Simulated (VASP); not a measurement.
**PbS: single point with r2SCAN**

PbS:

```
Pb S
1.0
     0.00000    2.98723    2.98723
     2.98723    0.00000    2.98723
     2.98723    2.98723    0.00000
Pb S
1 1
Direct
  0.00000 0.00000 0.00000
  0.50000 0.50000 0.50000
```

```json
{
 "Program": "VASP 6.6.1",
 "Task": "single point",
 "Functional": "r2SCAN",
 "Potentials or basis": "VASP PAW PBE potentials, release 64 (Pb_d, S)",
 "Cutoff": "520 eV",
 "k mesh": "6 × 6 × 6",
 "Occupations": "gaussian, width 0.01 eV",
 "Spin": "no spin polarisation",
 "Dipole correction": "no",
 "Further INCAR settings": "ALGO = Normal; EDIFF = 1e-06; NBANDS = 17"
}
```

```json
{
  "Pressure": "0.0 GPa",
  "Band gap on the k mesh": "0.70 eV, direct"
}
```

Levels at points of the mesh, in eV from the valence-band top:
```csv
k point,band 7,band 8,band 9,band 10,band 11,band 12,band 13,band 14
"(0.00, 0.00, 0.00)",-6.13,-2.20,-2.20,-2.20,5.51,5.51,5.51,7.21
"(0.50, 0.00, 0.00)",-8.96,-1.81,-1.81,0.00,0.70,2.25,2.25,9.16
"(0.50, 0.50, 0.00)",-7.31,-5.17,-3.45,-3.45,4.26,5.95,6.02,6.02
```

It took 2.4 min on 1 thread of AMD EPYC 7R13 (shared host), peak memory 0.15 GiB.

Caveat: the PAW data sets were made with another functional, which shifts forces and pressure a little; spin-orbit coupling is left out, which moves the levels of the heavy elements. A k mesh can miss the band edges.
